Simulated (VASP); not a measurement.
Wanted: the native input for a VASP 6.6.1 run.

```yaml
Task: single point
Functional: PBEsol
Potentials_or_basis: VASP PAW PBE potentials, release 64 (K_sv)
Cutoff: 520 eV
k_mesh: 12 × 12 × 12
Occupations: gaussian, width 0.1 eV
Spin: no spin polarisation
Dipole_correction: no
Further_INCAR_settings: ALGO = Fast; EDIFF = 1e-06; NBANDS = 10
```

The structure of K lies in POSCAR:

```
K
1.0
   -2.6125000000      2.6125000000      2.6125000000
    2.6125000000     -2.6125000000      2.6125000000
    2.6125000000      2.6125000000     -2.6125000000
K
1
Direct
    0.0000000000      0.0000000000      0.0000000000
```

These files were run (other wordings do the same):

INCAR

```
PREC     = Accurate       # precision mode
ENCUT    = 520            # plane-wave cutoff, eV
EDIFF    = 1E-6           # SCF threshold, eV
ISMEAR   = 0              # smearing method
SIGMA    = 0.1            # smearing width, eV
LREAL    = F              # projectors in reciprocal space
LASPH    = T              # aspherical terms in the spheres
NELM     = 60             # most SCF steps
ALGO     = Fast           # electronic algorithm
ISIF     = 2              # what is computed and relaxed
LWAVE    = F              # write WAVECAR
LCHARG   = F              # write CHGCAR
GGA      = PS             # functional
NBANDS   = 10             # bands
```

KPOINTS

```
regular mesh
0
Gamma
  12 12 12
```

Potentials or basis: VASP PAW PBE potentials, release 64 (K_sv).

Command:

```sh
$ cat potpaw_PBE.64/K_sv/POTCAR > POTCAR
$ mpirun -np 1 vasp_std > vasp.out
```

It gave:

The pressure is 0.0 GPa.

Caveat: the PAW data sets were made with another functional, which shifts forces and pressure a little.

Wall time 48 s on 1 thread of AMD EPYC 7R43 64-Core Processor (Zen 3), on a shared host, peak memory 0.19 GiB.
